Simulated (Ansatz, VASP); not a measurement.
Al2O3: VASP beside Ansatz

```xyz
10
Lattice="2.3201 1.3395 4.4399 -2.3201 1.3395 4.4399 0.0000 -2.6790 4.4399" Properties=species:S:1:pos:R:3 pbc="T T T"
Al    0.0000    0.0000   11.3473
Al    0.0000    0.0000    8.6323
Al    0.0000    0.0000    1.9724
Al    0.0000    0.0000    4.6875
O    -0.8984   -1.3395    5.5499
O     1.6092   -0.1083    5.5499
O    -0.7108    1.4478    5.5499
O     0.8984    1.3395    7.7699
O    -1.6092    0.1083    7.7699
O     0.7108   -1.4478    7.7699
```

Change from the starting cell: strain -0.025 along x and y, +0.025 along z, atoms carried along.

Alike in both runs: task single point; functional r2SCAN; k mesh 6 × 6 × 6; occupations gaussian, width 0.05 eV; no spin polarisation.

|  | VASP | Ansatz |
| --- | --- | --- |
| version | VASP 6.6.1 | Ansatz 0.2.0 |
| potentials or method | VASP PAW PBE potentials, release 64 (Al, O), cutoff 520 eV | scalar-relativistic, plane waves, PAW |
| valence electrons in the cell | 48 | 48 |

|  | VASP | Ansatz | Ansatz less VASP |
| --- | --- | --- | --- |
| gap on the k mesh at the Fermi level (eV) | 7.37 | 7.35 | -0.020 |
| least direct gap on the mesh (eV) | 7.37 | 7.35 | -0.020 |
| pressure (GPa) | 7.4 | 7.8 | +0.47 |
| traceless stress, the component that is largest in VASP (GPa) | -15.91 | -15.79 | +0.124 |
| rms of the force components (eV/Å) | 0.152 | 0.146 | -0.0059 |

VASP's potentials were made for PBE, not for r2SCAN. Atom by atom the forces differ by 0.013 eV/Å (rms over components).
